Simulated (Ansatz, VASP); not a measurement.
**ZnCu: VASP beside Ansatz**

Contents of INCAR:

```
SYSTEM = ZnCu
ALGO = Normal
EDIFF = 1E-6
ENCUT = 520
GGA = PS
ISIF = 2
ISMEAR = 0
LASPH = .True.
LCHARG = .False.
LREAL = .False.
LWAVE = .False.
NBANDS = 18
NELM = 60
PREC = Accurate
SIGMA = 0.1
```

File KPOINTS:

```
k-points
0
Gamma
  14 14 14
  0 0 0
```

File POSCAR:

```
ZnCu
1.0
    2.9450000000      0.0000000000      0.0000000000
    0.0000000000      2.9450000000      0.0000000000
    0.0000000000      0.0000000000      2.9450000000
Zn Cu
1 1
Direct
    0.5000000000      0.5000000000      0.5000000000
    0.0000000000      0.0000000000      0.0000000000
```

Input for Ansatz:

```yaml
crystal:
  lattice:
    - [2.945, 0.0, 0.0]
    - [0.0, 2.945, 0.0]
    - [0.0, 0.0, 2.945]
  atoms:
    - { symbol: Zn, position: [0.5, 0.5, 0.5] }
    - { symbol: Cu, position: [0.0, 0.0, 0.0] }
basis:
  ecutwfc: 420
kpoints:
  mp_grid: { grid: [14, 14, 14] }
hamiltonian:
  xc: pbesol
scf:
  occupations: { method: gaussian, width: 0.1 }
output:
  forces: true
  stress: true
  eigenvalues: true
  populations: true
```

Alike in both runs: task single point; functional PBEsol; k mesh 14 × 14 × 14; occupations gaussian, width 0.1 eV; no spin polarisation.

|  | VASP | Ansatz |
| --- | --- | --- |
| version | VASP 6.6.1 | Ansatz 0.2.0 |
| potentials or method | VASP PAW PBE potentials, release 64 (Zn, Cu), cutoff 520 eV | scalar-relativistic, plane waves, PAW |
| valence electrons in the cell | 23 | 31 |

VASP gave:

* gap on the k mesh at the Fermi level (eV): none
* pressure (GPa): -4.1

**Question.** Estimate Ansatz's values.

**Answer.** gap on the k mesh at the Fermi level (eV): none; pressure (GPa): -4.7.

VASP's potentials were made for PBE, not for PBEsol. A gap of «none» marks a metal or a gap that the smearing closes. With one functional, cell and mesh, what is left measures potentials, basis and numerics. VASP's potentials hold 23 valence electrons a cell and Ansatz's 31, so a difference there can come from the potentials and not from the codes.
